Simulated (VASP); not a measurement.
Write the native input for VASP 6.6.1 that does the following.

| Quantity | Value |
| --- | --- |
| Task | single point |
| Functional | PBE |
| Potentials or basis | VASP PAW PBE potentials, release 64 (Ag, Bi_d, Te, Se) |
| Cutoff | 520 eV |
| k mesh | 6 × 6 × 4 |
| Occupations | fermi-dirac, width 0.1 eV |
| Spin | no spin polarisation |
| Dipole correction | no |
| Further INCAR settings | ALGO = Normal; EDIFF = 1e-06; NBANDS = 27 |

The structure of AgBiTeSe lies in POSCAR:

```
AgBiTeSe
1.0
    4.3047256993      0.0000000000      0.0000000000
    0.0000000000      4.3047256993      0.0000000000
    0.0000000000      0.0000000000      6.4457796872
Ag Bi Te Se
1 1 1 1
Direct
    0.0000000000      0.0000000000      0.0000000000
    0.5000000000      0.5000000000      0.5000000000
    0.5000000000      0.5000000000      0.0000000000
    0.0000000000      0.0000000000      0.5000000000
```

One way to write it, as run:

INCAR

```
SYSTEM = AgBiTeSe
PREC = Accurate ; ENCUT = 520
EDIFF = 1E-6 ; ISMEAR = -1
SIGMA = 0.1 ; LREAL = .False.
LASPH = .True. ; NELM = 100
ALGO = Normal ; ISIF = 2
LWAVE = .False. ; LCHARG = .True.
GGA = PE ; LELF = .True.
LVHAR = .True. ; NBANDS = 27
```

KPOINTS

```
regular mesh
0
Gamma
  6 6 4
  0 0 0
```

Potentials or basis: VASP PAW PBE potentials, release 64 (Ag, Bi_d, Te, Se).

Command:

```sh
$ cat potpaw_PBE.64/Ag/POTCAR potpaw_PBE.64/Bi_d/POTCAR potpaw_PBE.64/Te/POTCAR potpaw_PBE.64/Se/POTCAR > POTCAR
$ mpirun -np 1 vasp_std > vasp.out
```

It gave:

```
Pressure               : -3.4 GPa
Band gap on the k mesh : zero (bands 19 and 20 overlap by 0.55 eV)
```

Caveat: the cell stands under tension; spin-orbit coupling is left out, which moves the levels of the heavy elements.

Wall time 34 s on 1 thread of Intel(R) Xeon(R) 6975P-C (Granite Rapids) (shared host), peak memory 0.29 GiB.
